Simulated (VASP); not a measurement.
# BeS: single point with r2SCAN

Crystal: BeS.

```
Be S
1.0
     0.00000    2.43431    2.43431
     2.43431    0.00000    2.43431
     2.43431    2.43431    0.00000
Be S
1 1
Direct
  0.00000 0.00000 0.00000
  0.25000 0.25000 0.25000
```

| Item | Value |
| --- | --- |
| Program | VASP 6.6.1 |
| Task | single point |
| Functional | r2SCAN |
| Potentials or basis | VASP PAW PBE potentials, release 64 (Be, S) |
| Cutoff | 520 eV |
| k mesh | 8 × 8 × 8 |
| Occupations | gaussian, width 0.01 eV |
| Spin | no spin polarisation |

| Property | Result |
| --- | --- |
| Pressure | 0.3 GPa |
| Band gap on the k mesh | 3.60 eV, indirect (least direct gap 6.26 eV) |

Levels at points of the mesh, in eV from the valence-band top:
| k point | band 1 | band 2 | band 3 | band 4 | band 5 | band 6 | band 7 | band 8 |
| --- | --- | --- | --- | --- | --- | --- | --- | --- |
| (0.00, 0.00, 0.00) | -14.22 | 0.00 | 0.00 | 0.00 | 6.26 | 6.26 | 6.26 | 6.58 |
| (0.50, 0.00, 0.00) | -12.57 | -5.88 | -1.04 | -1.04 | 6.06 | 7.14 | 7.14 | 12.00 |
| (0.50, 0.50, 0.00) | -12.01 | -5.13 | -2.67 | -2.67 | 3.60 | 5.39 | 13.77 | 13.77 |

Wall time 35 s on 1 thread of AMD EPYC 7R13 Processor (Zen 3), on a shared host, peak memory 0.13 GiB.

Caveat: the PAW data sets were made with another functional, which shifts forces and pressure a little. r2SCAN opens gaps a little over a GGA but as a rule still falls short of measured ones.
